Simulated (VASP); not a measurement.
**B: single point with PBE**

Crystal: B.

```xyz
2
Lattice="1.2328 0.7118 2.7969 -1.2328 0.7118 2.7969 0.0000 -1.4235 2.7969" Properties=species:S:1:pos:R:3 pbc="T T T"
B     0.0000    0.0000    0.8410
B     0.0000    0.0000    7.5496
```

```
Program                : VASP 6.6.1
Task                   : single point
Functional             : PBE
Potentials or basis    : VASP PAW PBE potentials, release 64 (B)
Cutoff                 : 520 eV
k mesh                 : 9 × 9 × 9
Occupations            : gaussian, width 0.1 eV
Spin                   : no spin polarisation
Dipole correction      : no
Further INCAR settings : ALGO = Normal; EDIFF = 1e-07; NBANDS = 10
```

```yaml
Pressure: 0.0 GPa
Band_gap_on_the_k_mesh: zero (bands 3 and 4 overlap by 9.40 eV)
```

Levels at points of the mesh, in eV from the Fermi level:
```
           k point  band 1  band 2  band 3  band 4  band 5  band 6
(0.00, 0.00, 0.00)  -15.07   -2.91    4.09    7.76    7.76    9.33
```

It took 8.2 s on 1 thread of Intel(R) Xeon(R) Platinum 8375C CPU @ 2.90GHz (Ice Lake), on a shared host, peak memory 0.13 GiB.
